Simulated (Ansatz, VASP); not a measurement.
One calculation of SnTe, two programs

```
CELL_PARAMETERS angstrom
0.00000 3.15085 3.15085
3.15085 0.00000 3.15085
3.15085 3.15085 0.00000
ATOMIC_POSITIONS crystal
Sn 0.00000 0.00000 0.00000
Te 0.50000 0.50000 0.50000
```

Alike in both runs: task relaxation of cell and atoms; functional r2SCAN; k mesh 10 × 10 × 10; occupations fermi-dirac, width 0.05 eV; no spin polarisation.

```csv
,VASP,Ansatz
version,VASP 6.6.1,Ansatz 0.2.0
potentials or method,"VASP PAW PBE potentials, release 64 (Sn_d, Te)","PAW with Ansatz's default frozen-core files, scalar-relativistic"
plane-wave cutoff (eV),600,500
valence electrons in the cell,20,30
```

|  | VASP | Ansatz | Ansatz less VASP |
| --- | --- | --- | --- |
| relaxed volume (Å³/atom) | 32.32 | 32.34 | +0.018 |
| relaxed cell length with the largest relative difference (Å) | 4.505 | 4.506 | +0.0008 |

VASP's potentials were made for PBE, not for r2SCAN. VASP's potentials hold 20 valence electrons a cell and Ansatz's 30, so a difference there can come from the potentials and not from the codes.

Spin-orbit coupling is off throughout.
